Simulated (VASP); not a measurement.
Input of a VASP 6.6.1 run:

File INCAR:

```
SYSTEM = F
  PREC = Accurate
  ENCUT = 520
  EDIFF = 1E-7
  ISMEAR = -1
  SIGMA = 0.05
  LREAL = .FALSE.
  LASPH = .TRUE.
  NELM = 80
  ALGO = Normal
  ISIF = 2
  LWAVE = .FALSE.
  LCHARG = .TRUE.
  GGA = PE
  LELF = .TRUE.
  LVHAR = .TRUE.
  NBANDS = 14
```

File KPOINTS:

```
Automatic mesh
0
G
  18 18 10
  0 0 0
```

The input POSCAR:

```
F
1.0
    2.3557002896      0.0000000000      0.0000000000
   -1.1778501448      2.0400962944      0.0000000000
    0.0000000000      0.0000000000      2.8701756379
F
2
Direct
    0.3333333333      0.6666666667      0.2500000000
    0.6666666667      0.3333333333      0.7500000000
```

Potentials or basis: VASP PAW PBE potentials, release 64 (F).

The run is started by

```sh
$ cat potpaw_PBE.64/F/POTCAR > POTCAR
$ mpirun -np 1 vasp_std > vasp.out
```

(1) Estimate the band gap on the k mesh.

(2) Predict the pressure.

Answers

(1) zero (bands 7 and 8 overlap by 1.84 eV).

(2) 61.1 GPa.

Caveat: the cell stands under pressure.
